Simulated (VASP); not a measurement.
Write the native input for VASP 6.6.1 that does the following.

| Item | Value |
| --- | --- |
| Task | single point |
| Functional | PBE |
| Potentials or basis | VASP PAW PBE potentials, release 64 (P) |
| Cutoff | 520 eV |
| k mesh | 8 × 1 × 6 |
| Occupations | gaussian, width 0.02 eV |
| Spin | no spin polarisation |
| Dipole correction | no |
| Further INCAR settings | ALGO = Normal; EDIFF = 1e-07; NBANDS = 18 |

The structure of P lies in POSCAR:

```
P
1.0
    3.2878721476      0.0000000000      0.0000000000
    0.0000000000     34.6009118042      0.0000000000
    0.0000000000      0.0000000000      4.7740184885
P
4
Direct
    0.0000000000      0.9698541277      0.5934228171
    0.0000000000      0.0301458723      0.4065771829
    0.5000000000      0.0301458723      0.0934228171
    0.5000000000      0.9698541277      0.9065771829
```

This cell differs from its parent crystal: uniaxial strain along c: +3.0 %, then relaxed in part.

One way to write it, as run:

INCAR

```
SYSTEM = P
ALGO = Normal
EDIFF = 1E-7
ENCUT = 520
GGA = PE
ISIF = 2
ISMEAR = 0
LASPH = .True.
LCHARG = .False.
LREAL = .False.
LWAVE = .False.
NBANDS = 18
NELM = 60
PREC = Accurate
SIGMA = 0.02
```

KPOINTS

```
k-points
0
Gamma
  8 1 6
  0 0 0
```

Potentials or basis: VASP PAW PBE potentials, release 64 (P).

The run is started by

```console
$ cat potpaw_PBE.64/P/POTCAR > POTCAR
$ mpirun -np 1 vasp_std > vasp.out
```

It gave:

```
Largest force          : 0.047 eV/Å
Band gap on the k mesh : 1.02 eV, direct
```

Caveat: the cell differs from its parent crystal (uniaxial strain along c: +3.0 %, then relaxed in part).

Run time: 2.5 min on 1 thread of AMD EPYC 9R45 96-Core Processor (Zen 5) (shared host), peak memory 0.53 GiB.
